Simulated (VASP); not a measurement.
Wanted: the native input for a VASP 6.6.1 run.

- Task: single point
- Functional: PBE
- Potentials or basis: VASP PAW PBE potentials, release 64 (Nb_sv)
- Cutoff: 500 eV
- k mesh: 9 × 9 × 9
- Occupations: fermi-dirac, width 0.05 eV
- Spin: no spin polarisation
- Dipole correction: no
- Further INCAR settings: ALGO = Normal; EDIFF = 1e-06; NBANDS = 12

The structure of Nb lies in POSCAR:

```
Nb
1.0
    0.0000000000      2.0751269870      2.0751269870
    2.0751269870      0.0000000000      2.0751269870
    2.0751269870      2.0751269870      0.0000000000
Nb
1
Direct
    0.0000000000      0.0000000000      0.0000000000
```

This isn't the form of Nb at room conditions, which is bcc.

One way to write it, as run:

INCAR

```
SYSTEM = Nb
ALGO     = Normal         ! electronic algorithm
EDIFF    = 1E-6           ! SCF threshold, eV
ENCUT    = 500            ! plane-wave cutoff, eV
GGA      = PE             ! functional
GGA_COMPAT= .False.      
ISIF     = 2              ! what is computed and relaxed
ISMEAR   = -1             ! smearing method
LASPH    = .True.         ! aspherical terms in the spheres
LCHARG   = .False.        ! write CHGCAR
LREAL    = .False.        ! projectors in reciprocal space
LWAVE    = .False.        ! write WAVECAR
NBANDS   = 12             ! bands
NELM     = 120            ! most SCF steps
PREC     = Accurate       ! precision mode
SIGMA    = 0.05           ! smearing width, eV
```

KPOINTS

```
k-points
0
Gamma
  9 9 9
  0 0 0
```

Potentials or basis: VASP PAW PBE potentials, release 64 (Nb_sv).

The run is started by

```bash
$ cat potpaw_PBE.64/Nb_sv/POTCAR > POTCAR
$ mpirun -np 1 vasp_std > vasp.out
```

It gave:

* Pressure: 9.6 GPa
* Band gap on the k mesh: zero (an odd number of electrons rules out a gap without spin polarisation)

Caveat: the cell stands under pressure.

It took 6.6 s on 1 thread of Intel Xeon 8259CL, on a shared host, peak memory 0.14 GiB.
